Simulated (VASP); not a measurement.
Input of a VASP 6.6.1 run:

INCAR

```
PREC     = Accurate       # precision mode
ENCUT    = 520            # plane-wave cutoff, eV
EDIFF    = 1E-6           # SCF threshold, eV
ISMEAR   = -1             # smearing method
SIGMA    = 0.05           # smearing width, eV
LREAL    = False          # projectors in reciprocal space
LASPH    = True           # aspherical terms in the spheres
NELM     = 100            # most SCF steps
ALGO     = Normal         # electronic algorithm
ISIF     = 2              # what is computed and relaxed
LWAVE    = False          # write WAVECAR
LCHARG   = False          # write CHGCAR
GGA      = PS             # functional
NBANDS   = 17             # bands
```

The input KPOINTS:

```
Automatic mesh
0
Gamma
  8 8 6
```

Contents of POSCAR:

```
CaB2H2
1.0
    3.4767192709      0.0000000000      0.0000000000
   -1.7383596355      3.0109272105      0.0000000000
    0.0000000000      0.0000000000      3.9792940000
Ca B H
1 2 2
Direct
    0.0000000000      0.0000000000      0.0000000000
    0.3333333333      0.6666666667      0.4628360000
    0.6666666667      0.3333333333      0.5371640000
    0.3333333333      0.6666666667      0.1511690000
    0.6666666667      0.3333333333      0.8488310000
```

Potentials or basis: VASP PAW PBE potentials, release 64 (Ca_sv, B, H).

Run with:

```bash
$ cat potpaw_PBE.64/Ca_sv/POTCAR potpaw_PBE.64/B/POTCAR potpaw_PBE.64/H/POTCAR > POTCAR
$ mpirun -np 1 vasp_std > vasp.out
```

What does it give for the band gap on the k mesh?

Zero (band 9 reaches 4.84 eV, above the bottom of band 10 at 4.75 eV).

Predict the pressure.

-3.3 GPa.

Forces on the atoms (eV/Å):
```
Ca   0.000  0.000  0.000
B    0.000  0.000  0.143
B    0.000  0.000 -0.143
H    0.000  0.000 -0.144
H    0.000  0.000  0.144
```

Caveat: the PAW data sets were made with another functional, which shifts forces and pressure a little.
